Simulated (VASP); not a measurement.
Runs of VASP 6.6.1 on Zn2SnN. The structure is that of space group P-6m2 (No. 187), or close to it. The cells are those of the table. 

```csv
task,cell,k mesh,cutoff (eV),gap on the mesh (eV),pressure (GPa),relaxed volume (Å³/atom),largest force (eV/Å)
relaxation of cell and atoms,"relaxed from a = 3.162, b = 3.162, c = 7.319 Å, angles 90.0, 90.0, 120.0°, 4 atoms",18 × 18 × 6,600,none,0.0,15.91,0.01
single point,"a = 3.162, b = 3.162, c = 7.319 Å, angles 90.0, 90.0, 120.0°, 4 atoms",6 × 6 × 4,520,none,0.3,-,0.05
single point,"a = 4.069, b = 4.069, c = 5.394 Å, angles 90.0, 90.0, 120.0°, 4 atoms",6 × 6 × 4,520,none,(a),-,0.55
single point,"a = 3.172, b = 3.172, c = 7.295 Å, angles 90.0, 90.0, 120.0°, 4 atoms",18 × 18 × 6,520,none,0.3,-,0.05
relaxation of cell and atoms,"relaxed from a = 4.069, b = 4.069, c = 5.394 Å, angles 90.0, 90.0, 120.0°, 4 atoms",6 × 6 × 4,600,none,-0.3,15.82,0.02
```

Alike in all rows: level PBE; potentials or basis VASP PAW PBE potentials, release 64 (Zn, Sn_d, N); no spin polarisation; smearing gaussian 0.1 eV.

Task: Estimate the missing entries.

Result: (a) -6.4.

Caveats: some runs use coarse meshes; spin-orbit coupling is left out, which moves the levels of the heavy elements; the volume moved by over 15 % at a fixed basis, so the end points are rough (some runs).

A k mesh can miss the band edges, and the runs leave out spin-orbit coupling on Sn.

A gap of «none» marks levels without a gap at the run's occupations.
